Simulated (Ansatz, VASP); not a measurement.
**Two plane-wave programs on AlN**

```
Al N
1.0
     3.06896    0.00000    0.00000
    -1.53448    2.65779    0.00000
     0.00000    0.00000    4.91072
Al N
2 2
Direct
  0.33333 0.66667 0.00000
  0.66667 0.33333 0.50000
  0.33333 0.66667 0.38500
  0.66667 0.33333 0.88500
```

Change from the starting cell: volume scaled by 0.96, PAW files.

Alike in both runs: task electric field gradients; functional PBEsol; k mesh 10 × 10 × 6; occupations fermi-dirac, width 0.03 eV; no spin polarisation.

|  | VASP | Ansatz |
| --- | --- | --- |
| version | VASP 6.6.1 | Ansatz 0.2.0 |
| potentials or method | VASP PAW PBE potentials, release 64 (Al, N) | PAW with Ansatz's default frozen-core files, scalar-relativistic |
| plane-wave cutoff (eV) | 520 | 420 |
| valence electrons in the cell | 16 | 16 |

VASP gave:

- gap on the k mesh at the Fermi level (eV): 4.45
- pressure (GPa): 9.6
- traceless stress, the component that is largest in VASP (GPa): -2.10
- rms of the force components (eV/Å): 0.104
- size of Vzz on the site where it differs most (V/Å²): 1.0

Problem. What did Ansatz give for the same quantities?

Solution. gap on the k mesh at the Fermi level (eV): 4.43; pressure (GPa): 9.5; traceless stress, the component that is largest in VASP (GPa): -2.07; rms of the force components (eV/Å): 0.103; size of Vzz on the site where it differs most (V/Å²): 0.7.

VASP's potentials were made for PBE, not for PBEsol. Atom by atom the forces differ by 0.001 eV/Å (rms over components). With one functional, cell and mesh, what is left measures potentials, basis and numerics.
